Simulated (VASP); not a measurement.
Wanted: the native input for a VASP 6.6.1 run.

- Task: single point
- Functional: r2SCAN
- Dispersion: rVV10
- Potentials or basis: VASP PAW PBE potentials, release 64 (Be, Sb, P)
- Cutoff: 520 eV
- k mesh: 10 × 10 × 4
- Occupations: fermi-dirac, width 0.03 eV
- Spin: no spin polarisation
- Dipole correction: no
- Further INCAR settings: ALGO = Normal; EDIFF = 1e-06; NBANDS = 21

The system is Be2Sb3P.

```
Be Sb P
1.0
     3.48387   -1.81920   -0.36444
     3.48387    1.81920   -0.36444
    -1.60313    0.00000   10.09610
Be Sb P
2 3 1
Direct
  0.59305 0.59305 0.36857
  0.36435 0.36435 0.72352
  0.32757 0.32757 0.47455
  0.63016 0.63016 0.98209
  0.01466 0.01466 0.18634
  0.07021 0.07021 0.76964
```

The input as run:

POSCAR

```
Be2Sb3P
1.0
    3.4838672028     -1.8191968716     -0.3644366578
    3.4838672028      1.8191968716     -0.3644366578
   -1.6031314737      0.0000000000     10.0961005276
Be Sb P
2 3 1
Direct
    0.5930496881      0.5930496881      0.3685749269
    0.3643538142      0.3643538142      0.7235215666
    0.3275720708      0.3275720708      0.4745502426
    0.6301603835      0.6301603835      0.9820949110
    1.0146555272      1.0146555272      0.1863401109
    0.0702095163      0.0702095163      0.7696372420
```

INCAR.step1

```
SYSTEM = Be2Sb3P
PREC     = Accurate       ! precision mode
ENCUT    = 520            ! plane-wave cutoff, eV
ISMEAR   = -1             ! smearing method
SIGMA    = 0.03           ! smearing width, eV
LREAL    = .FALSE.        ! projectors in reciprocal space
LASPH    = .TRUE.         ! aspherical terms in the spheres
NELM     = 80             ! most SCF steps
NBANDS   = 21             ! bands
GGA      = PE             ! functional
ALGO     = Normal         ! electronic algorithm
EDIFF    = 1E-4           ! SCF threshold, eV
LWAVE    = .TRUE.         ! write WAVECAR
LCHARG   = .FALSE.        ! write CHGCAR
```

INCAR.step2

```
SYSTEM = Be2Sb3P
PREC     = Accurate       ! precision mode
ENCUT    = 520            ! plane-wave cutoff, eV
EDIFF    = 1E-6           ! SCF threshold, eV
ISMEAR   = -1             ! smearing method
SIGMA    = 0.03           ! smearing width, eV
LREAL    = .FALSE.        ! projectors in reciprocal space
LASPH    = .TRUE.         ! aspherical terms in the spheres
NELM     = 80             ! most SCF steps
ALGO     = Normal         ! electronic algorithm
ISIF     = 2              ! what is computed and relaxed
LWAVE    = .FALSE.        ! write WAVECAR
LCHARG   = .TRUE.         ! write CHGCAR
METAGGA  = R2SCAN         ! meta-GGA
LMIXTAU  = .TRUE.       
LUSE_VDW = .TRUE.       
IVDW_NL  = 2            
BPARAM   = 11.95        
CPARAM   = 0.0093       
LELF     = .TRUE.         ! ELF
LVHAR    = .TRUE.       
NBANDS   = 21             ! bands
ISTART   = 1
```

KPOINTS

```
regular mesh
0
G
  10 10 4
  0 0 0
```

Potentials or basis: VASP PAW PBE potentials, release 64 (Be, Sb, P).

Command:

```bash
$ cat potpaw_PBE.64/Be/POTCAR potpaw_PBE.64/Sb/POTCAR potpaw_PBE.64/P/POTCAR > POTCAR
$ cp INCAR.step1 INCAR
$ mpirun -np 1 vasp_std > vasp.out
$ cp INCAR.step2 INCAR
$ mpirun -np 1 vasp_std > vasp.out
```

It gave:

The pressure is 0.3 GPa. The largest force is 0.058 eV/Å and the band gap on the k mesh is zero (bands 12 and 13 overlap by 3.02 eV).

Caveat: the PAW data sets were made with another functional, which shifts forces and pressure a little; spin-orbit coupling is left out, which moves the levels of the heavy elements.

Run time: 11 min on 1 thread of Intel(R) Xeon(R) 6975P-C (Granite Rapids), on a shared host, peak memory 0.74 GiB.
